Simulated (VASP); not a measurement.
# Ti3AlB3 in VASP: a series of runs, part 2 of 2

VASP 6.6.1.

## 4. Single point, PBE

This run uses another cell than the first one, of 15.38 Å³/atom.

INCAR reads:

```
ALGO = Normal
EDIFF = 1E-6
ENCUT = 500
GGA = PE
GGA_COMPAT = F
ISIF = 2
ISMEAR = 0
LASPH = T
LCHARG = F
LREAL = F
LWAVE = F
NBANDS = 33
NELM = 120
PREC = Accurate
SIGMA = 0.2
```

KPOINTS reads:

```
k-points
0
Gamma
  4 4 4
```

POSCAR reads:

```
Ti3AlB3
1.0
    4.7568038207      0.0000000000      0.0000000000
    0.0000000000      4.7568038207      0.0000000000
    0.0000000000      0.0000000000      4.7568038207
Ti Al B
3 1 3
Direct
    0.5000000000      0.5000000000      0.0000000000
    0.0000000000      0.5000000000      0.5000000000
    0.5000000000      0.0000000000      0.5000000000
    0.5000000000      0.5000000000      0.5000000000
    0.5000000000      0.0000000000      0.0000000000
    0.0000000000      0.5000000000      0.0000000000
    0.0000000000      0.0000000000      0.5000000000
```

Potentials or basis: VASP PAW PBE potentials, release 64 (Ti_sv, Al, B).

Launch:

```bash
> cat potpaw_PBE.64/Ti_sv/POTCAR potpaw_PBE.64/Al/POTCAR potpaw_PBE.64/B/POTCAR > POTCAR
> mpirun -np 1 vasp_std > vasp.out
```

OUTCAR:

```text
EDIFF = 1E-6
   ENCUT = 500
   GGA = PE
   ISIF = 2
   ISMEAR = 0
   LASPH = T
   LREAL = F
   NELM = 120
   PREC = Accurate

 ion  position               nearest neighbor table
   1  0.500  0.500  0.000-   4 2.38   5 2.38   6 2.38   4 2.38   5 2.38   6 2.38
   2  0.000  0.500  0.500-   4 2.38   6 2.38   7 2.38   6 2.38   7 2.38   4 2.38
   3  0.500  0.000  0.500-   4 2.38   5 2.38   7 2.38   5 2.38   4 2.38   7 2.38
   4  0.500  0.500  0.500-   1 2.38   2 2.38   3 2.38   1 2.38   3 2.38   2 2.38
   5  0.500  0.000  0.000-   1 2.38   3 2.38   3 2.38   1 2.38
   6  0.000  0.500  0.000-   1 2.38   2 2.38   2 2.38   1 2.38
   7  0.000  0.000  0.500-   2 2.38   3 2.38   2 2.38   3 2.38

  LATTYP: Found a simple cubic cell.
 ALAT       =     4.7568038207

  Lattice vectors:

 A1 = (   4.7568038207,   0.0000000000,   0.0000000000)
 A2 = (   0.0000000000,   4.7568038207,   0.0000000000)
 A3 = (   0.0000000000,   0.0000000000,   4.7568038207)

Analysis of symmetry for initial positions (statically):
=====================================================================
 Subroutine PRICEL returns:
 Original cell was already a primitive cell.

 Routine SETGRP: Setting up the symmetry group for a
 simple cubic supercell.

 Subroutine GETGRP returns: Found 48 space group operations
 (whereof 48 operations were pure point group operations)
 out of a pool of 48 trial point group operations.

The static configuration has the point symmetry O_h .

Analysis of symmetry for dynamics (positions and initial velocities):
=====================================================================
 Subroutine PRICEL returns:
 Original cell was already a primitive cell.

 Routine SETGRP: Setting up the symmetry group for a
 simple cubic supercell.

 Subroutine GETGRP returns: Found 48 space group operations
 (whereof 48 operations were pure point group operations)
 out of a pool of 48 trial point group operations.

The dynamic configuration has the point symmetry O_h .

 Subroutine INISYM returns: Found 48 space group operations
 (whereof 48 operations are pure point group operations),
 and found     1 'primitive' translations

----------------------------------------------------------------------------------------

                                     Primitive cell

  volume of cell :     107.6331

  direct lattice vectors                    reciprocal lattice vectors
     4.756803821  0.000000000  0.000000000     0.210225193  0.000000000  0.000000000
     0.000000000  4.756803821  0.000000000     0.000000000  0.210225193  0.000000000
     0.000000000  0.000000000  4.756803821     0.000000000  0.000000000  0.210225193

  length of vectors
     4.756803821  4.756803821  4.756803821     0.210225193  0.210225193  0.210225193

  position of ions in fractional coordinates (direct lattice)
     0.500000000  0.500000000  0.000000000
     0.000000000  0.500000000  0.500000000
     0.500000000  0.000000000  0.500000000
     0.500000000  0.500000000  0.500000000
     0.500000000  0.000000000  0.000000000
     0.000000000  0.500000000  0.000000000
     0.000000000  0.000000000  0.500000000

  ion indices of the primitive-cell ions
   primitive index   ion index
                 1           1
                 2           2
                 3           3
                 4           4
[... 37 lines left out ...]
  0.500000  0.500000  0.000000      3.000000
  0.250000  0.250000  0.250000      8.000000
  0.500000  0.250000  0.250000     12.000000
  0.500000  0.500000  0.250000      6.000000
  0.500000  0.500000  0.500000      1.000000
   k-points           NKPTS =     10   k-points in BZ     NKDIM =     10   number of bands    NBANDS=     33
   number of dos      NEDOS =    301   number of ions     NIONS =      7
   total plane-waves  NPLWV =  46656
   dimension x,y,z NGX =    36 NGY =   36 NGZ =   36
   dimension x,y,z NGXF=    72 NGYF=   72 NGZF=   72
   ions per type =               3   1   3
   NGX,Y,Z   is equivalent  to a cutoff of  12.58, 12.58, 12.58 a.u.
   NGXF,Y,Z  is equivalent  to a cutoff of  25.16, 25.16, 25.16 a.u.
 SYSTEM =  unknown system
   PREC   = accura    normal or accurate (medium, high low for compatibility)
   ISTART =      0    job   : 0-new  1-cont  2-samecut
   ICHARG =      2    charge: 1-file 2-atom 10-const
   ISPIN  =      1    spin polarized calculation?
   LNONCOLLINEAR =      F non collinear calculations
   LSORBIT =      F    spin-orbit coupling
   LASPH  =      T    aspherical Exc in radial PAW
   ENCUT  =  500.0 eV  36.75 Ry    6.06 a.u.   8.67  8.67  8.67*2*pi/ulx,y,z
   NELM   =    120;   NELMIN=  2; NELMDL= -5     # of ELM steps
   EDIFF  = 0.1E-05   stopping-criterion for ELM
   LREAL  =      F    real-space projection
   EDIFFG = 0.1E-04   stopping-criterion for IOM
   NSW    =      0    number of steps for IOM
   IBRION =     -1    ionic relax: 0-MD 1-quasi-New 2-CG
   NFREE  =      0    steps in history (QN), initial steepest desc. (CG)
   ISIF   =      2    stress and relaxation
   ISYM   =      2    0-nonsym 1-usesym 2-fastsym
   POTIM  = 0.5000    time-step for ionic-motion
   TEBEG  =    0.0;   TEEND  =   0.0 temperature during run
   PSTRESS=    0.0 pullay stress
   NELECT =      48.0000    total number of electrons
   NUPDOWN=      -1.0000    fix difference up-down
   EMIN   =  10.00;   EMAX   =-10.00  energy-range for DOS
   EFERMI =   0.00;   METHOD = LEGACY
   ISMEAR =     0;   SIGMA  =   0.20  broadening in eV -4-tet -1-fermi 0-gaus
   EFERMI_NEDOS =   21; number of points for ismear=-14 and -15
   IALGO  =     38    algorithm
   IMIX   =      4    mixing-type and parameters
     AMIX     =   0.40;   BMIX     =  1.00
     AMIX_MAG =   1.60;   BMIX_MAG =  1.00
  volume/ion in A,a.u.               =      15.38       103.76
  Fermi-wavevector in a.u.,A,eV,Ry     =   1.250758  2.363590 21.284899  1.564396
  Thomas-Fermi vector in A             =   2.384737
   LORBIT       =      0    0 simple, 1 ext, 2 COOP (PROOUT), +10 PAW based schemes
   GGA     = PE    functional components
   LHFCALC =     F    Hartree Fock is set to
   AEXX    =    0.0000 exact exchange contribution
   IVDW    =     0    specifies the selected vdW correction
   LEPSILON=     F    determine dielectric tensor
   LRPA    =     F    only Hartree local field effects (RPA)
 non-spin polarized calculation
 Gauss-broadening in eV      SIGMA  =   0.20
  energy-cutoff  :      500.00
  volume of cell :      107.63
 maximum number of plane-waves:      2800
 NGX is ok and might be reduce to    36
   NGX = 17   NGY = 17   NGZ = 17

 number of electron      47.9999982 magnetization

 Free energy of the ion-electron system (eV)
  ---------------------------------------------------
  ext. energy  EPLUGINS =         0.00000000
  ---------------------------------------------------
  free energy    TOTEN  =       -41.38117607 eV

  energy without entropy =      -41.30213080  energy(sigma->0) =      -41.34165344

 E-fermi :   5.0348     XC(G=0): -10.4496

 val. band max:        4.9459144941   @ k =   0.5000   0.2500   0.2500
 cond. band min:       5.0414340915   @ k =   0.2500   0.2500   0.0000
 fundamental gap:      0.0955195974
 Fermi energy:         5.0347708084

 k-point     1 :       0.0000    0.0000    0.0000
  band No.  band energies     occupation
      1     -51.1454      2.00000
      2     -51.1238      2.00000
      3     -51.1238      2.00000
      4     -27.5058      2.00000
      5     -27.5058      2.00000
      6     -27.5058      2.00000
[... 349 lines left out ...]
     32       8.5214      0.00000
     33       8.5214      0.00000

------------------------ aborting loop because EDIFF is reached ----------------------------------------

  FORCE on cell =-STRESS in cart. coord.  units (eV):
  Direction    XX          YY          ZZ          XY          YZ          ZX
  --------------------------------------------------------------------------------------
  -------------------------------------------------------------------------------------
  Total        0.0296039      0.0296039      0.0296039     -0.0000000      0.0000000     -0.0000000
  in kB        0.4406703      0.4406703      0.4406703     -0.0000000      0.0000000     -0.0000000
  external PRESSURE =       0.4406703 kB  Pullay stress =       0.0000000 kB

 VOLUME and BASIS-vectors are now :
 -----------------------------------------------------------------------------
  energy-cutoff  :      500.00
  volume of cell :      107.63
      direct lattice vectors                 reciprocal lattice vectors
     4.756803821  0.000000000  0.000000000     0.210225193  0.000000000  0.000000000
     0.000000000  4.756803821  0.000000000     0.000000000  0.210225193  0.000000000
     0.000000000  0.000000000  4.756803821     0.000000000  0.000000000  0.210225193

 POSITION                                       TOTAL-FORCE (eV/Angst)
 -----------------------------------------------------------------------------------
      2.37840      2.37840      0.00000         0.000000      0.000000      0.000000
      0.00000      2.37840      2.37840         0.000000      0.000000      0.000000
      2.37840      0.00000      2.37840         0.000000      0.000000      0.000000
      2.37840      2.37840      2.37840         0.000000      0.000000      0.000000
      2.37840      0.00000      0.00000         0.000000      0.000000      0.000000
      0.00000      2.37840      0.00000         0.000000      0.000000      0.000000
      0.00000      0.00000      2.37840         0.000000      0.000000      0.000000
 -----------------------------------------------------------------------------------
    total drift:                                0.000000      0.000000      0.000000

  FREE ENERGIE OF THE ION-ELECTRON SYSTEM (eV)
  ---------------------------------------------------
  free  energy   TOTEN  =       -41.3811760737 eV

  energy  without entropy=      -41.3021307994  energy(sigma->0) =      -41.34165344
```

Wall time 32 s (1 thread of Intel Xeon Platinum 8375C at 2.90GHz (Ice Lake), shared host); peak memory 0.21 GiB.

Results:

- Free energy: -41.3812 eV
- Pressure: 0.0 GPa
- Band gap on the k mesh: zero (bands 24 and 25 overlap by 2.04 eV)

Levels at points of the mesh, in eV from the Fermi level:
| k point | band 22 | band 23 | band 24 | band 25 | band 26 | band 27 |
| --- | --- | --- | --- | --- | --- | --- |
| (0.00, 0.00, 0.00) | -0.43 | 1.59 | 1.59 | 1.66 | 1.66 | 1.66 |
| (0.50, 0.00, 0.00) | -0.87 | -0.65 | -0.22 | 1.15 | 1.15 | 1.68 |
| (0.50, 0.50, 0.00) | -0.75 | -0.74 | -0.54 | -0.45 | -0.37 | -0.37 |
| (0.50, 0.50, 0.50) | -1.05 | -1.05 | -0.36 | -0.36 | -0.36 | 1.77 |

## 5. Overview

| cell | k mesh | gap on the mesh (eV) | pressure (GPa) |
| --- | --- | --- | --- |
| a = 4.476, b = 4.476, c = 4.470 Å, 7 atoms, atomic positions A | 4 × 4 × 3 | none | 0.4 |
| a = 4.752 Å, 7 atoms, atomic positions B | 4 × 4 × 4 | none | 0.3 |
| a = 4.757 Å, 7 atoms, atomic positions B | 4 × 4 × 4 | none | 0.0 |

Alike in all rows: task single point; level PBE; potentials or basis VASP PAW PBE potentials, release 64 (Ti_sv, Al, B); no spin polarisation; cutoff (eV) 500; smearing gaussian 0.2 eV.

Caveats: some runs use coarse meshes.

Total energies depend on the potentials used, so only differences within one code and one set of settings carry meaning.

The gap in the log of VASP goes by the Fermi energy; the results here count the filled bands.